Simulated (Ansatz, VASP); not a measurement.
Two plane-wave programs on VO2

```
CELL_PARAMETERS angstrom
4.54097 0.00000 0.00000
0.00000 4.54097 0.00000
0.00000 0.00000 2.79125
ATOMIC_POSITIONS crystal
V 0.00000 0.00000 0.00000
V 0.50000 0.50000 0.50000
O 0.29827 0.29827 0.00000
O 0.70173 0.70173 0.00000
O 0.79827 0.20173 0.50000
O 0.20173 0.79827 0.50000
```

Alike in both runs: functional PBEsol; k mesh 4 × 4 × 6; occupations gaussian, width 0.1 eV; collinear spin.

Ansatz relaxed the structure, and its values are those at the end. VASP's run is a single point on that final structure, the one shown.

```csv
,VASP,Ansatz
version,VASP 6.6.1,Ansatz 0.2.0
potentials or method,"VASP PAW PBE potentials, release 64 (V_sv, O), cutoff 600 eV","scalar-relativistic, plane waves, PAW"
valence electrons in the cell,50,50
```

|  | VASP | Ansatz | Ansatz less VASP |
| --- | --- | --- | --- |
| gap on the k mesh at the Fermi level (eV) | none | none | - |
| pressure (GPa) | 0.5 | 0.0 | -0.50 |
| rms of the force components (eV/Å) | 0.012 | 0.000 | -0.0114 |
| net moment per atom (μB) | 0.31 | 0.31 | 0.000 |
| size of the moment on the site where the two differ most (μB) | 0.95 | 0.74 | -0.203 |

VASP's potentials were made for PBE, not for PBEsol. Site moments also hang on the region over which each program counts them. A gap of «none» marks a metal or a gap that the smearing closes. With one functional, cell and mesh, what is left measures potentials, basis and numerics.

The k mesh is coarse, so the values compare programs but aren't converged.
